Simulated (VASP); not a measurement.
Write the native input for VASP 6.6.1 that does the following.

| Property | Result |
| --- | --- |
| Task | single point |
| Functional | PBE |
| Potentials or basis | VASP PAW PBE potentials, release 64 (Li_sv, Al) |
| Cutoff | 520 eV |
| k mesh | 14 × 14 × 10 |
| Occupations | gaussian, width 0.1 eV |
| Spin | no spin polarisation |
| Dipole correction | no |
| Further INCAR settings | ALGO = Fast; EDIFF = 1e-06; NBANDS = 12 |

The structure of LiAl2 lies in POSCAR:

```
LiAl2
1.0
    3.4497143754      0.0000000000      0.0000000000
    0.0000000000      3.4497143754      0.0000000000
    0.0000000000      0.0000000000      4.9294725889
Li Al
1 2
Direct
    0.0000000000      0.0000000000      0.0000000000
    0.5000000000      0.5000000000      0.0000000000
    0.0000000000      0.0000000000      0.5000000000
```

This cell differs from its parent crystal: atoms taken out.

The input as run:

INCAR

```
SYSTEM = LiAl2
  PREC = Accurate
  ENCUT = 520
  EDIFF = 1E-6
  ISMEAR = 0
  SIGMA = 0.1
  LREAL = .False.
  LASPH = .True.
  NELM = 100
  ALGO = Fast
  ISIF = 2
  LWAVE = .False.
  LCHARG = .False.
  GGA = PE
  NBANDS = 12
```

KPOINTS

```
Automatic mesh
0
Gamma
  14 14 10
  0 0 0
```

Potentials or basis: VASP PAW PBE potentials, release 64 (Li_sv, Al).

Run with:

```bash
$ cat potpaw_PBE.64/Li_sv/POTCAR potpaw_PBE.64/Al/POTCAR > POTCAR
$ mpirun -np 1 vasp_std > vasp.out
```

Results of the run:

- Band gap on the k mesh: zero (an odd number of electrons rules out a gap without spin polarisation)

Caveat: the cell differs from its parent crystal (atoms taken out).

Run time: 3.9 min on 1 thread of Oxide Virtual Turin-like Processor, with other jobs on the host, peak memory 0.24 GiB.
